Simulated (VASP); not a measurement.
# Nb3Tl (Pm-3n) in VASP: settings compared, part 2 of 2

VASP 6.6.1.

### 3 Electric field gradients, PBE

INCAR

```
SYSTEM = Nb3Tl
PREC = Accurate ; ENCUT = 520
EDIFF = 1E-8 ; ISMEAR = -1
SIGMA = 0.05 ; LREAL = .False.
LASPH = .True. ; NELM = 60
ALGO = Normal ; ISIF = 2
LWAVE = .False. ; LCHARG = .False.
GGA = PE ; LEFG = .True.
NBANDS = 62
```

KPOINTS

```
regular mesh
0
Gamma
  6 6 6
  0 0 0
```

POSCAR

```
Nb3Tl
1.0
    5.2970000000      0.0000000000      0.0000000000
    0.0000000000      5.2970000000      0.0000000000
    0.0000000000      0.0000000000      5.2970000000
Nb Tl
6 2
Direct
    0.2500000000      0.0000000000      0.5000000000
    0.5000000000      0.7500000000      0.0000000000
    0.7500000000      0.0000000000      0.5000000000
    0.5000000000      0.2500000000      0.0000000000
    0.0000000000      0.5000000000      0.7500000000
    0.0000000000      0.5000000000      0.2500000000
    0.0000000000      0.0000000000      0.0000000000
    0.5000000000      0.5000000000      0.5000000000
```

Potentials or basis: VASP PAW PBE potentials, release 64 (Nb_sv, Tl_d).

The run is started by

```bash
$ cat potpaw_PBE.64/Nb_sv/POTCAR potpaw_PBE.64/Tl_d/POTCAR > POTCAR
$ mpirun -np 1 vasp_std > vasp.out
```

OUTCAR:

```text
SYSTEM = Nb3Tl
   PREC = Accurate
   ENCUT = 520
   EDIFF = 1E-8
   ISMEAR = -1
   LREAL = .False.
   LASPH = .True.
   NELM = 60
   ISIF = 2
   GGA = PE

 ion  position               nearest neighbor table
   1  0.250  0.000  0.500-   3 2.65   3 2.65   8 2.96   7 2.96   8 2.96   7 2.96
   2  0.500  0.750  0.000-   4 2.65   4 2.65   8 2.96   8 2.96   7 2.96   7 2.96
   3  0.750  0.000  0.500-   1 2.65   1 2.65   8 2.96   7 2.96   8 2.96   7 2.96
   4  0.500  0.250  0.000-   2 2.65   2 2.65   8 2.96   8 2.96   7 2.96   7 2.96
   5  0.000  0.500  0.750-   6 2.65   6 2.65   8 2.96   7 2.96   7 2.96   8 2.96
   6  0.000  0.500  0.250-   5 2.65   5 2.65   8 2.96   7 2.96   7 2.96   8 2.96
   7  0.000  0.000  0.000-   1 2.96   2 2.96   3 2.96   4 2.96   5 2.96   6 2.96   1 2.96   3 2.96
                             5 2.96   6 2.96   2 2.96   4 2.96
   8  0.500  0.500  0.500-   1 2.96   2 2.96   3 2.96   4 2.96   5 2.96   6 2.96   2 2.96   4 2.96
                             1 2.96   3 2.96   5 2.96   6 2.96

  LATTYP: Found a simple cubic cell.
 ALAT       =     5.2970000000

  Lattice vectors:

 A1 = (   5.2970000000,   0.0000000000,   0.0000000000)
 A2 = (   0.0000000000,   5.2970000000,   0.0000000000)
 A3 = (   0.0000000000,   0.0000000000,   5.2970000000)

Analysis of symmetry for initial positions (statically):
=====================================================================
 Subroutine PRICEL returns:
 Original cell was already a primitive cell.

 Routine SETGRP: Setting up the symmetry group for a
 simple cubic supercell.

 Subroutine GETGRP returns: Found 48 space group operations
 (whereof 24 operations were pure point group operations)
 out of a pool of 48 trial point group operations.

The static configuration has the point symmetry T_h .
 The point group associated with its full space group is O_h .

[... 1489 lines left out ...]
      direct lattice vectors                 reciprocal lattice vectors
     5.297000000  0.000000000  0.000000000     0.188786105  0.000000000  0.000000000
     0.000000000  5.297000000  0.000000000     0.000000000  0.188786105  0.000000000
     0.000000000  0.000000000  5.297000000     0.000000000  0.000000000  0.188786105

 POSITION                                       TOTAL-FORCE (eV/Angst)
 -----------------------------------------------------------------------------------
      1.32425      0.00000      2.64850         0.000000     -0.000000      0.000000
      2.64850      3.97275      0.00000        -0.000000      0.000000      0.000000
      3.97275      0.00000      2.64850        -0.000000      0.000000      0.000000
      2.64850      1.32425      0.00000         0.000000     -0.000000     -0.000000
      0.00000      2.64850      3.97275         0.000000      0.000000      0.000000
      0.00000      2.64850      1.32425        -0.000000     -0.000000     -0.000000
      0.00000      0.00000      0.00000         0.000000      0.000000      0.000000
      2.64850      2.64850      2.64850         0.000000      0.000000      0.000000
 -----------------------------------------------------------------------------------
    total drift:                                0.000000     -0.000000      0.000000

  FREE ENERGIE OF THE ION-ELECTRON SYSTEM (eV)
  ---------------------------------------------------
  free  energy   TOTEN  =       -64.1114289093 eV

  energy  without entropy=      -64.0091739519  energy(sigma->0) =      -64.06030143

 Electric field gradients (V/A^2)
---------------------------------------------------------------------
 ion       V_xx      V_yy      V_zz      V_xy      V_xz      V_yz
---------------------------------------------------------------------
   1      66.359   -33.179   -33.179    -0.000     0.000     0.000
   2     -33.179    66.359   -33.179     0.000     0.000    -0.000
   3      66.359   -33.179   -33.179    -0.000     0.000    -0.000
   4     -33.179    66.359   -33.179     0.000     0.000    -0.000
   5     -33.179   -33.179    66.359     0.000     0.000     0.000
   6     -33.179   -33.179    66.359     0.000    -0.000     0.000
   7       0.000    -0.000    -0.000     0.000    -0.000     0.000
   8      -0.000     0.000    -0.000     0.000    -0.000     0.000
---------------------------------------------------------------------

 Electric field gradients after diagonalization (V/A^2)
 (convention: |V_zz| > |V_xx| > |V_yy|)
----------------------------------------------------------------------
 ion       V_xx      V_yy      V_zz     asymmetry (V_yy - V_xx)/ V_zz
----------------------------------------------------------------------
   1     -33.179   -33.179    66.359       0.000
   2     -33.179   -33.179    66.359       0.000
   3     -33.179   -33.179    66.359       0.000
   4     -33.179   -33.179    66.359       0.000
   5     -33.179   -33.179    66.359       0.000
   6     -33.179   -33.179    66.359       0.000
   7       0.000    -0.000    -0.000       0.804
   8      -0.000    -0.000     0.000       0.105
----------------------------------------------------------------------

           NMR quadrupolar parameters

 Cq : quadrupolar parameter    Cq=e*Q*V_zz/h
 eta: asymmetry parameters     (V_yy - V_xx)/ V_zz
 Q  : nuclear electric quadrupole moment in mb (millibarn)
----------------------------------------------------------------------
 ion       Cq(MHz)       eta       Q (mb)
----------------------------------------------------------------------
   1       0.160       0.000       1.000
   2       0.160       0.000       1.000
   3       0.160       0.000       1.000
   4       0.160       0.000       1.000
   5       0.160       0.000       1.000
   6       0.160       0.000       1.000
   7      -0.000       0.804       1.000
   8       0.000       0.105       1.000
----------------------------------------------------------------------
```

OSZICAR:

```text
N       E                     dE             d eps       ncg     rms          rms(c)
DAV:   1     0.132536137035E+04    0.13254E+04   -0.57390E+04  2480   0.176E+03
DAV:   2     0.459180919276E+02   -0.12794E+04   -0.12555E+04  2790   0.702E+02
DAV:   3    -0.576624828978E+02   -0.10358E+03   -0.10068E+03  3920   0.145E+02
DAV:   4    -0.664522722678E+02   -0.87898E+01   -0.86299E+01  4160   0.370E+01
DAV:   5    -0.670811132084E+02   -0.62884E+00   -0.62543E+00  4236   0.952E+00    0.199E+01
DAV:   6    -0.644350316767E+02    0.26461E+01   -0.58033E+00  3368   0.133E+01    0.897E+00
DAV:   7    -0.641007402388E+02    0.33429E+00   -0.23181E+00  3904   0.772E+00    0.386E+00
DAV:   8    -0.641153954349E+02   -0.14655E-01   -0.29373E-01  3522   0.255E+00    0.674E-01
DAV:   9    -0.641112559191E+02    0.41395E-02   -0.53867E-02  3400   0.128E+00    0.292E-01
DAV:  10    -0.641113507760E+02   -0.94857E-04   -0.41007E-03  4036   0.281E-01    0.151E-01
DAV:  11    -0.641114458426E+02   -0.95067E-04   -0.54153E-04  3432   0.163E-01    0.532E-02
DAV:  12    -0.641114335239E+02    0.12319E-04   -0.84950E-05  3864   0.468E-02    0.105E-02
DAV:  13    -0.641114300357E+02    0.34882E-05   -0.10591E-05  3624   0.213E-02    0.696E-03
DAV:  14    -0.641114297773E+02    0.25843E-06   -0.12575E-06  4312   0.487E-03    0.315E-03
DAV:  15    -0.641114289355E+02    0.84176E-06   -0.14807E-07  3368   0.215E-03    0.292E-04
DAV:  16    -0.641114289088E+02    0.26703E-07   -0.12859E-08  2120   0.748E-04    0.129E-04
DAV:  17    -0.641114289093E+02   -0.50022E-09   -0.38507E-09  1976   0.463E-04
   1 F= -.64111429E+02 E0= -.64060301E+02  d E =-.102255E+00
```

stdout:

```text
POSCAR found type information on POSCAR NbTl
 POSCAR found :  2 types and       8 ions
 scaLAPACK will be used
 LDA part: xc-table for (Slater+PW92), standard interpolation
 POSCAR, INCAR and KPOINTS ok, starting setup
 FFT: planning ... GRIDC
 FFT: planning ... GRID_SOFT
 FFT: planning ... GRID
 WAVECAR not read
 entering main loop
ion   1

ion   2

ion   3

ion   4

ion   5

ion   6

ion   7

ion   8
```

Wall time 4.6 min (1 thread of Intel Xeon Platinum 8259CL at 2.50GHz (Skylake/Cascade Lake), shared host); peak memory 0.32 GiB.

What came out:

```yaml
Free_energy: -64.1114 eV
Pressure: 4.2 GPa
Band_gap_on_the_k_mesh: zero (bands 52 and 53 overlap by 0.64 eV)
Largest_electric_field_gradient_by_atom: Nb +66.4; Tl +0.0, -0.0 V/Å²
```

Electric field gradients, principal values (V/Å²):
| atom | least | middle | greatest (by size) |
| --- | --- | --- | --- |
| 1 Nb | -33.179 | -33.179 | 66.359 |
| 2 Nb | -33.179 | -33.179 | 66.359 |
| 3 Nb | -33.179 | -33.179 | 66.359 |
| 4 Nb | -33.179 | -33.179 | 66.359 |
| 5 Nb | -33.179 | -33.179 | 66.359 |
| 6 Nb | -33.179 | -33.179 | 66.359 |
| 7 Tl | 0.000 | 0.000 | 0.000 |
| 8 Tl | 0.000 | 0.000 | 0.000 |

Caveat: the cell stands under pressure; without QUAD_EFG the Cq values of the log hold for a quadrupole moment of 1 mb, not for the nuclei; spin-orbit coupling is left out, which moves the levels of the heavy elements.
